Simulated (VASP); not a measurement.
Mg4FeO3: single point with PBE

The system is Mg4FeO3.

```
CELL_PARAMETERS angstrom
-2.37682 2.37682 4.50276
2.37682 -2.37682 4.50276
2.37682 2.37682 -4.50276
ATOMIC_POSITIONS crystal
Mg 0.00000 0.50000 0.50000
Mg 0.50000 0.00000 0.50000
Mg 0.71896 0.71896 0.00000
Mg 0.28104 0.28104 0.00000
Fe 0.00000 0.00000 0.00000
O 0.75000 0.25000 0.50000
O 0.25000 0.75000 0.50000
O 0.50000 0.50000 0.00000
```

| Quantity | Value |
| --- | --- |
| Program | VASP 6.6.1 |
| Task | single point |
| Functional | PBE |
| Potentials or basis | VASP PAW PBE potentials, release 64 (Mg, Fe, O) |
| Cutoff | 600 eV |
| k mesh | 5 × 5 × 5 |
| Occupations | gaussian, width 0.2 eV |
| Spin | collinear spin, ferromagnetic start |
| Starting moments | [0.0, 0.0, 0.0, 0.0, 4.0, 0.0, 0.0, 0.0] μB |

The pressure is -0.3 GPa. The largest force is 0.004 eV/Å and the net moment is 2.22 μB per cell. The site moments are Mg -0.02, -0.01 (each value once); Fe +2.13; O +0.02, +0.01 (each value once) μB and the valence electrons inside the program's atomic spheres are Mg 0.39, 0.33 (each value once); Fe 7.39; O 4.92, 5.01 (each value once).

Forces on the atoms (eV/Å):
```
Mg   0.000  0.000  0.000
Mg   0.000  0.000  0.000
Mg   0.000  0.000 -0.004
Mg   0.000  0.000  0.004
Fe   0.000  0.000  0.000
O    0.000  0.000  0.000
O    0.000  0.000  0.000
O    0.000  0.000  0.000
```

Stress tensor (GPa, compression positive):
```
-0.09  0.00  0.00
 0.00 -0.09  0.00
 0.00  0.00 -0.72
```

Levels at points of the mesh, in eV from the Fermi level:
Spin up:
| k point | band 15 | band 16 | band 17 | band 18 | band 19 | band 20 | band 21 | band 22 |
| --- | --- | --- | --- | --- | --- | --- | --- | --- |
| (0.00, 0.00, 0.00) | -1.99 | -1.99 | -1.87 | -1.54 | 1.49 | 1.94 | 1.94 | 3.87 |
Spin down:
```csv
k point,band 13,band 14,band 15,band 16,band 17,band 18,band 19,band 20
"(0.00, 0.00, 0.00)",-3.46,-1.18,-0.56,-0.27,0.54,0.54,1.75,2.15
```

Run time: 2.2 min on 1 thread of AMD EPYC 9R45 (Zen 5), on a shared host, peak memory 0.44 GiB.

Caveat: a cell with one magnetic atom can't hold antiferromagnetic order, which such compounds often take. With open d or f shells a metallic result of PBE can be an artefact of self-interaction; +U or a hybrid may open a gap.
